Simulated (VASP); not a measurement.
A run of VASP 6.6.1 is set up as follows.

INCAR

```
PREC = Accurate
ENCUT = 520
EDIFF = 1E-7
ISMEAR = 0
SIGMA = 0.01
LREAL = Auto
LASPH = T
NELM = 100
ALGO = Normal
ISIF = 2
LWAVE = F
LCHARG = F
GGA = PE
NBANDS = 202
```

File KPOINTS:

```
regular mesh
0
Gamma
  2 2 2
```

POSCAR

```
In2O3
1.0
   -5.0585000000      5.0585000000      5.0585000000
    5.0585000000     -5.0585000000      5.0585000000
    5.0585000000      5.0585000000     -5.0585000000
In O
16 24
Direct
    0.5000000000      0.5000000000      0.5000000000
    0.5000000000      0.0000000000      0.0000000000
    0.0000000000      0.5000000000      0.0000000000
    0.0000000000      0.0000000000      0.5000000000
    0.2500000000      0.7163000000      0.4663000000
    0.7500000000      0.7837000000      0.0337000000
    0.4663000000      0.2500000000      0.7163000000
    0.0337000000      0.7500000000      0.7837000000
    0.7163000000      0.4663000000      0.2500000000
    0.7837000000      0.0337000000      0.7500000000
    0.7500000000      0.2837000000      0.5337000000
    0.2500000000      0.2163000000      0.9663000000
    0.5337000000      0.7500000000      0.2837000000
    0.9663000000      0.2500000000      0.2163000000
    0.2837000000      0.5337000000      0.7500000000
    0.2163000000      0.9663000000      0.2500000000
    0.5354000000      0.7708000000      0.5470000000
    0.7238000000      0.9884000000      0.9530000000
    0.9646000000      0.5116000000      0.2354000000
    0.7762000000      0.7292000000      0.2646000000
    0.5470000000      0.5354000000      0.7708000000
    0.9530000000      0.7238000000      0.9884000000
    0.2354000000      0.9646000000      0.5116000000
    0.2646000000      0.7762000000      0.7292000000
    0.7708000000      0.5470000000      0.5354000000
    0.9884000000      0.9530000000      0.7238000000
    0.5116000000      0.2354000000      0.9646000000
    0.7292000000      0.2646000000      0.7762000000
    0.4646000000      0.2292000000      0.4530000000
    0.2762000000      0.0116000000      0.0470000000
    0.0354000000      0.4884000000      0.7646000000
    0.2238000000      0.2708000000      0.7354000000
    0.4530000000      0.4646000000      0.2292000000
    0.0470000000      0.2762000000      0.0116000000
    0.7646000000      0.0354000000      0.4884000000
    0.7354000000      0.2238000000      0.2708000000
    0.2292000000      0.4530000000      0.4646000000
    0.0116000000      0.0470000000      0.2762000000
    0.4884000000      0.7646000000      0.0354000000
    0.2708000000      0.7354000000      0.2238000000
```

Potentials or basis: VASP PAW PBE potentials, release 64 (In_d, O).

The run is started by

```console
$ cat potpaw_PBE.64/In_d/POTCAR potpaw_PBE.64/O/POTCAR > POTCAR
$ mpirun -np 1 vasp_std > vasp.out
```

Problem. Estimate the pressure.

Solution. 8.4 GPa.

Problem. What does it give for the band gap on the k mesh?

Solution. 1.19 eV, direct.

Problem. What does it give for the largest force?

Solution. 0.333 eV/Å.

Forces on the atoms (eV/Å):
```
In   0.000  0.000  0.000
In   0.000  0.000  0.000
In   0.000  0.000  0.000
In   0.000  0.000  0.000
In   0.024  0.000  0.000
In  -0.024  0.000  0.000
In   0.000  0.024  0.000
In   0.000 -0.024  0.000
In   0.000  0.000  0.024
In   0.000  0.000 -0.024
In  -0.024  0.000  0.000
In   0.024  0.000  0.000
In   0.000 -0.024  0.000
In   0.000  0.024  0.000
In   0.000  0.000 -0.024
In   0.000  0.000  0.024
O    0.111 -0.173  0.261
O   -0.111  0.173  0.261
O    0.111  0.173 -0.261
O   -0.111 -0.173 -0.261
O    0.261  0.111 -0.173
O    0.261 -0.111  0.173
O   -0.261  0.111  0.173
O   -0.261 -0.111 -0.173
O   -0.173  0.261  0.111
O    0.173  0.261 -0.111
O    0.173 -0.261  0.111
O   -0.173 -0.261 -0.111
O   -0.111  0.173 -0.261
O    0.111 -0.173 -0.261
O   -0.111 -0.173  0.261
O    0.111  0.173  0.261
O   -0.261 -0.111  0.173
O   -0.261  0.111 -0.173
O    0.261 -0.111 -0.173
O    0.261  0.111  0.173
O    0.173 -0.261 -0.111
O   -0.173 -0.261  0.111
O   -0.173  0.261 -0.111
O    0.173  0.261  0.111
```

Caveat: the k points lie up to 0.44 Å⁻¹ apart; spin-orbit coupling is left out, which moves the levels of the heavy elements. A hybrid or GW would open this gap; PBE tends to underestimate it.
